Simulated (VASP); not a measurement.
# Si62Ge (a cell with a defect) in VASP: single point with PBEsol

Aim: the single point of Si62Ge (a cell with a defect) with PBEsol.

Everything below comes from runs of VASP 6.6.1. Logs are shortened: lines on timing, memory, paths and dates and some standing lists are left out, and cuts for length are marked.

## 1. The cell of the first run

The cell holds a defect, 63 atoms: a = 10.860 Å, b = 10.860 Å, c = 10.860 Å, α = 90.00°, β = 90.00°, γ = 90.00°.

## 2. Single point, PBEsol

INCAR

```
SYSTEM = Si62Ge
ALGO = Normal
EDIFF = 1E-6
ENCUT = 520
GGA = PS
ISIF = 2
ISMEAR = 0
LASPH = .True.
LCHARG = .False.
LREAL = Auto
LWAVE = .False.
NBANDS = 168
NELECT = 264.0
NELM = 60
PREC = Accurate
SIGMA = 0.05
```

KPOINTS

```
k-points
0
Gamma
  1 1 1
  0 0 0
```

POSCAR

```
Si62Ge
1.0
   10.8600000000      0.0000000000      0.0000000000
    0.0000000000     10.8600000000      0.0000000000
    0.0000000000      0.0000000000     10.8600000000
Si Ge
62 1
Direct
    0.4971579913     -0.0015713582     -0.0028420087
    0.6239943208      0.1255360260      0.1239943208
    0.7501289204      0.2503981310     -0.0009734402
    0.8747683889      0.3752316111      0.1257858001
    0.7497846344      0.0018469347      0.2497846344
    0.8763215518      0.1236956686      0.3763215518
    0.0016650707      0.0006785143     -0.0036698869
    0.1248070418      0.1251929582      0.1244657684
    0.2493214857      0.2483349293     -0.0036698869
    0.3741302468      0.3743730485      0.1248576726
    0.4993111946      0.4989220005     -0.0006888054
    0.6251599580      0.6248400420      0.1251599580
    0.7510779995      0.7506888054     -0.0006888054
    0.8756269515      0.8758697532      0.1248576726
    0.2495347426      0.0004652574      0.2494536761
    0.3740943148      0.1249468506      0.3743365263
    0.4990265598      0.2503981310      0.2501289204
    0.6257858001      0.3752316111      0.3747683889
    0.7497460974      0.5002539026      0.2497460974
    0.8747683889      0.6242141999      0.3747683889
    0.4963301131      0.0006785143      0.5016650707
    0.6244657684      0.1251929582      0.6248070418
    0.7513763696      0.2503203585      0.4996796415
    0.8763215518      0.3736784482      0.6263043314
    0.7494536761      0.0004652574      0.7495347426
    0.8743365263      0.1249468506      0.8740943148
   -0.0003981310      0.4998710796     -0.0009734402
    0.1244639740      0.6260056792      0.1239943208
    0.2515713582      0.7528420087     -0.0028420087
    0.3744858719      0.8755141281      0.1256609550
   -0.0003203585      0.2503203585      0.2513763696
    0.1263043314      0.3736784482      0.3763215518
    0.2481530653      0.5002153656      0.2497846344
    0.3741302468      0.6251423274      0.3756269515
    0.4993111946      0.7506888054      0.2510779995
    0.6248576726      0.8758697532      0.3756269515
    0.0011825856     -0.0026118572      0.5011825856
    0.2526118572      0.2488174144      0.5011825856
    0.3740943148      0.3756634737      0.6250531494
    0.4990265598      0.4998710796      0.4996018690
    0.6239943208      0.6260056792      0.6244639740
    0.7501289204      0.7509734402      0.4996018690
    0.8743365263      0.8759056852      0.6250531494
    0.3693684922      0.1188156595      0.8693684922
    0.4963301131      0.2483349293      0.7493214857
    0.6248576726      0.3743730485      0.8741302468
    0.7497846344      0.5002153656      0.7481530653
    0.8756269515      0.6251423274      0.8741302468
   -0.0003981310      0.7509734402      0.2501289204
    0.1250531494      0.8759056852      0.3743365263
   -0.0003203585      0.4986236304      0.4996796415
    0.1248070418      0.6255342316      0.6248070418
    0.2493214857      0.7536698869      0.5016650707
    0.3693684922      0.8806315078      0.6311843405
    0.0011825856      0.2488174144      0.7526118572
    0.1250531494      0.3756634737      0.8740943148
    0.2495347426      0.5005463239      0.7495347426
    0.3744858719      0.6243390450      0.8744858719
    0.4971579913      0.7528420087      0.7515713582
    0.6256609550      0.8755141281      0.8744858719
    0.0016650707      0.7536698869      0.7493214857
    0.1311843405      0.8806315078      0.8693684922
    0.1438457748      0.1061542252      0.6438457748
```

Potentials or basis: VASP PAW PBE potentials, release 64 (Si, Ge_d).

Launch:

```
$ cat potpaw_PBE.64/Si/POTCAR potpaw_PBE.64/Ge_d/POTCAR > POTCAR
$ mpirun -np 1 vasp_gam > vasp.out
```

OUTCAR:

```text
SYSTEM = Si62Ge
   EDIFF = 1E-6
   ENCUT = 520
   GGA = PS
   ISIF = 2
   ISMEAR = 0
   LASPH = .True.
   LREAL = Auto
   NELECT = 264.0
   NELM = 60
   PREC = Accurate

 ion  position               nearest neighbor table
   1  0.497  0.998  0.997-  30 2.35  60 2.35  44 2.36   2 2.39
   2  0.624  0.126  0.124-   5 2.35  17 2.36   3 2.36   1 2.39
   3  0.750  0.250  0.999-  46 2.35  26 2.35   2 2.36   4 2.36
   4  0.875  0.375  0.126-  19 2.35  31 2.35  27 2.36   3 2.36
   5  0.750  0.002  0.250-   6 2.35   2 2.35  14 2.36  36 2.36
   6  0.876  0.124  0.376-  23 2.35  31 2.35   5 2.35  37 2.36
[... 35 lines left out ...]
  42  0.750  0.751  0.500-  36 2.35  43 2.35  41 2.36  20 2.36
  43  0.874  0.876  0.625-  37 2.33  61 2.34  25 2.34  42 2.35
  44  0.369  0.119  0.869-   1 2.36   9 2.36  45 2.36
  45  0.496  0.248  0.749-  39 2.34  22 2.36  44 2.36  46 2.38
  46  0.625  0.374  0.874-   3 2.35  11 2.35  47 2.36  45 2.38
  47  0.750  0.500  0.748-  24 2.35  41 2.35  46 2.36  48 2.36
  48  0.876  0.625  0.874-  27 2.35  13 2.35  47 2.36  61 2.38
  49  1.000  0.751  0.250-  14 2.35  50 2.35  28 2.36  20 2.36
  50  0.125  0.876  0.374-  37 2.33  53 2.34  15 2.34  49 2.35
  51  1.000  0.499  0.500-  24 2.35  32 2.35  20 2.35  52 2.36
  52  0.125  0.626  0.625-  57 2.35  53 2.36  61 2.36  51 2.36
  53  0.249  0.754  0.502-  50 2.34  52 2.36  54 2.36  34 2.38
  54  0.369  0.881  0.631-  59 2.36  53 2.36  21 2.36
  55  0.001  0.249  0.753-  26 2.33  56 2.33  24 2.36  63 2.49
  56  0.125  0.376  0.874-  55 2.33   9 2.34  57 2.34  27 2.35
  57  0.250  0.501  0.750-  58 2.34  56 2.34  39 2.34  52 2.35
  58  0.374  0.624  0.874-  57 2.34  29 2.35  59 2.35  11 2.35
  59  0.497  0.753  0.752-  58 2.35  60 2.35  54 2.36  41 2.39
  60  0.626  0.876  0.874-  25 2.34   1 2.35  59 2.35  13 2.35
  61  0.002  0.754  0.749-  43 2.34  52 2.36  62 2.36  48 2.38
  62  0.131  0.881  0.869-  29 2.36   7 2.36  61 2.36
  63  0.144  0.106  0.644-  37 2.49  38 2.49  55 2.49

  LATTYP: Found a simple cubic cell.
 ALAT       =    10.8600000000

  Lattice vectors:

 A1 = (  10.8600000000,   0.0000000000,   0.0000000000)
 A2 = (   0.0000000000,  10.8600000000,   0.0000000000)
 A3 = (   0.0000000000,   0.0000000000,  10.8600000000)

Analysis of symmetry for initial positions (statically):
=====================================================================
 Subroutine PRICEL returns:
 Original cell was already a primitive cell.

 Routine SETGRP: Setting up the symmetry group for a
 simple cubic supercell.

 Subroutine GETGRP returns: Found  6 space group operations
 (whereof  1 operations were pure point group operations)
 out of a pool of 48 trial point group operations.

The static configuration has the point symmetry C_1 .
 The point group associated with its full space group is C_3v.

Analysis of symmetry for dynamics (positions and initial velocities):
=====================================================================
 Subroutine PRICEL returns:
 Original cell was already a primitive cell.

 Routine SETGRP: Setting up the symmetry group for a
 simple cubic supercell.

 Subroutine GETGRP returns: Found  6 space group operations
 (whereof  1 operations were pure point group operations)
 out of a pool of 48 trial point group operations.

The dynamic configuration has the point symmetry C_1 .
 The point group associated with its full space group is C_3v.

 Subroutine INISYM returns: Found  6 space group operations
 (whereof  1 operations are pure point group operations),
 and found     1 'primitive' translations

----------------------------------------------------------------------------------------

                                     Primitive cell

  volume of cell :    1280.8241

  direct lattice vectors                    reciprocal lattice vectors
    10.860000000  0.000000000  0.000000000     0.092081031  0.000000000  0.000000000
     0.000000000 10.860000000  0.000000000     0.000000000  0.092081031  0.000000000
     0.000000000  0.000000000 10.860000000     0.000000000  0.000000000  0.092081031

  length of vectors
    10.860000000 10.860000000 10.860000000     0.092081031  0.092081031  0.092081031

  position of ions in fractional coordinates (direct lattice)
     0.497157991  0.998428642  0.997157991
     0.623994321  0.125536026  0.123994321
     0.750128920  0.250398131  0.999026560
     0.874768389  0.375231611  0.125785800
     0.749784634  0.001846935  0.249784634
     0.876321552  0.123695669  0.376321552
[... 55 lines left out ...]
     0.131184340  0.880631508  0.869368492
     0.143845775  0.106154225  0.643845775

  ion indices of the primitive-cell ions
   primitive index   ion index
                 1           1
                 2           2
                 3           3
                 4           4
                 5           5
                 6           6
[... 55 lines left out ...]
                62          62
                63          63

----------------------------------------------------------------------------------------

 KPOINTS: k-points

Automatic generation of k-mesh.
 Grid dimensions read from file:
 generate k-points for:    1    1    1

 Generating k-lattice:

  Cartesian coordinates                     Fractional coordinates (reciprocal lattice)
     0.092081031  0.000000000  0.000000000     1.000000000  0.000000000  0.000000000
     0.000000000  0.092081031  0.000000000     0.000000000  1.000000000  0.000000000
     0.000000000  0.000000000  0.092081031     0.000000000  0.000000000  1.000000000

  Length of vectors
     0.092081031  0.092081031  0.092081031

  Shift w.r.t. Gamma in fractional coordinates (k-lattice)
     0.000000000  0.000000000  0.000000000

 Subroutine IBZKPT returns following result:
 ===========================================

 Found      1 irreducible k-points:

 Following reciprocal coordinates:
            Coordinates               Weight
  0.000000  0.000000  0.000000      1.000000
   k-points           NKPTS =      1   k-points in BZ     NKDIM =      1   number of bands    NBANDS=    168
   number of dos      NEDOS =    301   number of ions     NIONS =     63
   total plane-waves  NPLWV = 592704
   dimension x,y,z NGX =    84 NGY =   84 NGZ =   84
   dimension x,y,z NGXF=   168 NGYF=  168 NGZF=  168
   ions per type =              62   1
   NGX,Y,Z   is equivalent  to a cutoff of  12.86, 12.86, 12.86 a.u.
   NGXF,Y,Z  is equivalent  to a cutoff of  25.72, 25.72, 25.72 a.u.
 SYSTEM =  Si62Ge
   PREC   = accura    normal or accurate (medium, high low for compatibility)
   ISTART =      0    job   : 0-new  1-cont  2-samecut
   ICHARG =      2    charge: 1-file 2-atom 10-const
   ISPIN  =      1    spin polarized calculation?
   LNONCOLLINEAR =      F non collinear calculations
   LSORBIT =      F    spin-orbit coupling
   LASPH  =      T    aspherical Exc in radial PAW
   ENCUT  =  520.0 eV  38.22 Ry    6.18 a.u.  20.19 20.19 20.19*2*pi/ulx,y,z
   NELM   =     60;   NELMIN=  2; NELMDL= -5     # of ELM steps
   EDIFF  = 0.1E-05   stopping-criterion for ELM
   LREAL  =      T    real-space projection
   EDIFFG = 0.1E-04   stopping-criterion for IOM
   NSW    =      0    number of steps for IOM
   IBRION =     -1    ionic relax: 0-MD 1-quasi-New 2-CG
   NFREE  =      0    steps in history (QN), initial steepest desc. (CG)
   ISIF   =      2    stress and relaxation
   ISYM   =      2    0-nonsym 1-usesym 2-fastsym
   POTIM  = 0.5000    time-step for ionic-motion
   TEBEG  =    0.0;   TEEND  =   0.0 temperature during run
   PSTRESS=    0.0 pullay stress
   NELECT =     264.0000    total number of electrons
   NUPDOWN=      -1.0000    fix difference up-down
   EMIN   =  10.00;   EMAX   =-10.00  energy-range for DOS
   EFERMI =   0.00;   METHOD = LEGACY
   ISMEAR =     0;   SIGMA  =   0.05  broadening in eV -4-tet -1-fermi 0-gaus
   EFERMI_NEDOS =   21; number of points for ismear=-14 and -15
   IALGO  =     38    algorithm
   IMIX   =      4    mixing-type and parameters
     AMIX     =   0.40;   BMIX     =  1.00
     AMIX_MAG =   1.60;   BMIX_MAG =  1.00
  volume/ion in A,a.u.               =      20.33       137.20
  Fermi-wavevector in a.u.,A,eV,Ry     =   0.967044  1.827449 12.723821  0.935174
  Thomas-Fermi vector in A             =   2.096897
   LORBIT       =      0    0 simple, 1 ext, 2 COOP (PROOUT), +10 PAW based schemes
   GGA     = PS    functional components
   LHFCALC =     F    Hartree Fock is set to
   AEXX    =    0.0000 exact exchange contribution
   IVDW    =     0    specifies the selected vdW correction
   LEPSILON=     F    determine dielectric tensor
   LRPA    =     F    only Hartree local field effects (RPA)
 non-spin polarized calculation
 Gauss-broadening in eV      SIGMA  =   0.05
  energy-cutoff  :      520.00
  volume of cell :     1280.82
 maximum number of plane-waves:     17229
 NGX is ok and might be reduce to    84
   NGX = 41   NGY = 41   NGZ = 41

 number of electron     263.9999991 magnetization

 Free energy of the ion-electron system (eV)
  ---------------------------------------------------
  ext. energy  EPLUGINS =         0.00000000
  ---------------------------------------------------
  free energy    TOTEN  =      -339.13952042 eV

  energy without entropy =     -339.06489427  energy(sigma->0) =     -339.10220734

 E-fermi :   6.1869     XC(G=0):  -9.5431

 val. band max:        6.0883284226   @ k =   0.0000   0.0000   0.0000
 cond. band min:       6.1927814420   @ k =   0.0000   0.0000   0.0000
 fundamental gap:      0.1044530194
 Fermi energy:         6.1869365631

 k-point     1 :       0.0000    0.0000    0.0000
  band No.  band energies     occupation
      1     -18.0945      2.00000
      2     -18.0932      2.00000
      3     -18.0932      2.00000
      4     -18.0513      2.00000
      5     -18.0513      2.00000
      6      -6.3098      2.00000
[... 136 lines left out ...]
    143       6.7753      0.00000
    144       6.7753      0.00000
 [bands above 144 left out]

------------------------ aborting loop because EDIFF is reached ----------------------------------------

  FORCE on cell =-STRESS in cart. coord.  units (eV):
  Direction    XX          YY          ZZ          XY          YZ          ZX
  --------------------------------------------------------------------------------------
  -------------------------------------------------------------------------------------
  Total       18.9001757     18.9001757     18.9001757     -1.5850359     -1.5850359      1.5850359
  in kB       23.6421489     23.6421489     23.6421489     -1.9827146     -1.9827146      1.9827146
  external PRESSURE =      23.6421489 kB  Pullay stress =       0.0000000 kB

 VOLUME and BASIS-vectors are now :
 -----------------------------------------------------------------------------
  energy-cutoff  :      520.00
  volume of cell :     1280.82
      direct lattice vectors                 reciprocal lattice vectors
    10.860000000  0.000000000  0.000000000     0.092081031  0.000000000  0.000000000
     0.000000000 10.860000000  0.000000000     0.000000000  0.092081031  0.000000000
     0.000000000  0.000000000 10.860000000     0.000000000  0.000000000  0.092081031

 POSITION                                       TOTAL-FORCE (eV/Angst)
 -----------------------------------------------------------------------------------
      5.39914     10.84294     10.82914         0.016976      0.018223      0.016976
      6.77658      1.36332      1.34658         0.002133     -0.016144      0.002133
      8.14640      2.71932     10.84943        -0.001607     -0.000758      0.002428
      9.49998      4.07502      1.36603         0.006899     -0.006899     -0.001053
      8.14266      0.02006      2.71266        -0.010647      0.001267     -0.010647
      9.51685      1.34333      4.08685         0.012665     -0.012945      0.012665
[... 55 lines left out ...]
      1.42466      9.56366      9.44134         0.011704      0.005726     -0.005726
      1.56217      1.15283      6.99217        -0.006525      0.006525     -0.006525
 -----------------------------------------------------------------------------------
    total drift:                               -0.018848      0.018848     -0.018848

  FREE ENERGIE OF THE ION-ELECTRON SYSTEM (eV)
  ---------------------------------------------------
  free  energy   TOTEN  =      -339.1395204204 eV

  energy  without entropy=     -339.0648942693  energy(sigma->0) =     -339.10220734
```

Wall time 2.8 min (1 thread of AMD EPYC 9R45 (Zen 5), shared host); peak memory 0.92 GiB.

Results:

| Item | Value |
| --- | --- |
| Free energy | -339.1395 eV |
| Largest force | 0.030 eV/Å |

Forces in eV/Å, atoms in the order of the input:
```
Si   0.017  0.018  0.017
Si   0.002 -0.016  0.002
Si  -0.002 -0.001  0.002
Si   0.007 -0.007 -0.001
Si  -0.011  0.001 -0.011
Si   0.013 -0.013  0.013
Si  -0.006 -0.006  0.010
Si  -0.003  0.003  0.002
Si   0.006  0.006  0.010
Si  -0.004 -0.007 -0.007
Si   0.003  0.017  0.003
Si  -0.002  0.002 -0.002
Si  -0.017 -0.003  0.003
Si   0.007  0.004 -0.007
Si  -0.011  0.011 -0.019
Si   0.004  0.009  0.001
Si   0.002 -0.001 -0.002
Si  -0.001 -0.007  0.007
Si  -0.015  0.015 -0.015
Si   0.007  0.001  0.007
Si   0.010 -0.006 -0.006
Si   0.002  0.003 -0.003
Si  -0.016 -0.001  0.001
Si   0.013 -0.013  0.013
Si  -0.019  0.011 -0.011
Si   0.001  0.009  0.004
Si   0.001  0.002  0.002
Si   0.016 -0.002  0.002
Si  -0.018 -0.017  0.017
Si   0.008 -0.008  0.004
Si   0.001 -0.001 -0.016
Si   0.013 -0.013  0.013
Si  -0.001  0.011 -0.011
Si  -0.004  0.007  0.007
Si   0.003 -0.003 -0.017
Si  -0.007  0.004  0.007
Si   0.011  0.019  0.011
Si  -0.019 -0.011  0.011
Si   0.004 -0.001 -0.009
Si   0.002  0.002  0.001
Si   0.002 -0.002  0.016
Si  -0.002 -0.002  0.001
Si   0.001 -0.004 -0.009
Si  -0.006 -0.012 -0.006
Si   0.010  0.006  0.006
Si  -0.007 -0.007 -0.004
Si  -0.011  0.011 -0.001
Si   0.007  0.007 -0.004
Si   0.001 -0.002 -0.002
Si  -0.009 -0.004  0.001
Si   0.001  0.016  0.001
Si  -0.003 -0.002 -0.003
Si   0.006 -0.010 -0.006
Si  -0.006  0.006  0.012
Si   0.011 -0.011 -0.019
Si  -0.009 -0.001  0.004
Si  -0.011  0.019 -0.011
Si   0.008 -0.004  0.008
Si   0.017 -0.017 -0.018
Si   0.004 -0.008  0.008
Si  -0.006 -0.010  0.006
Si   0.012  0.006 -0.006
Ge  -0.007  0.007 -0.007
```

Caveat: the k points lie up to 0.58 Å⁻¹ apart; the cell carries a net charge on a neutralising background, which shifts energy and pressure; the cell is charged against a uniform background, so pressure and absolute levels hang on convention; the PAW data sets were made with another functional, which shifts forces and pressure a little.
